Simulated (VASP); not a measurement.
A run of VASP 6.6.1 is set up as follows.

The input INCAR:

```
ALGO = Normal
EDIFF = 1E-7
ENCUT = 520
GGA = PE
ISIF = 2
ISMEAR = 0
ISPIN = 2
LASPH = True
LCHARG = True
LELF = True
LMAXMIX = 4
LORBIT = 11
LREAL = False
LVHAR = True
LWAVE = False
MAGMOM = 3 -3 0 0
NBANDS = 32
NELM = 150
PREC = Accurate
SIGMA = 0.05
```

The input KPOINTS:

```
k-points
0
Gamma
  10 10 5
```

The input POSCAR:

```
MoSe
1.0
    0.0000000000      2.8405191460      2.8405191460
    5.6810382920      2.8405191460      2.8405191460
    5.6810382920      5.6810382920      0.0000000000
Mo Se
2 2
Direct
    0.0000000000      0.0000000000      0.0000000000
    0.0000000000      0.0000000000      0.5000000000
    0.2500000000      0.2500000000      0.0000000000
    0.2500000000      0.2500000000      0.5000000000
```

Potentials or basis: VASP PAW PBE potentials, release 64 (Mo_sv, Se).

The run is started by

```console
$ cat potpaw_PBE.64/Mo_sv/POTCAR potpaw_PBE.64/Se/POTCAR > POTCAR
$ mpirun -np 1 vasp_std > vasp.out
```

(1) What does it give for the pressure?

(2) Estimate the band gap on the k mesh.

(3) What does it give for the site moments?

(4) Predict the net moment.

## Answers

(1) -0.3 GPa.

(2) zero (filled and empty bands overlap).

(3) Mo +0.90, -0.90; Se +0.00 μB.

(4) 0.00 μB per cell.
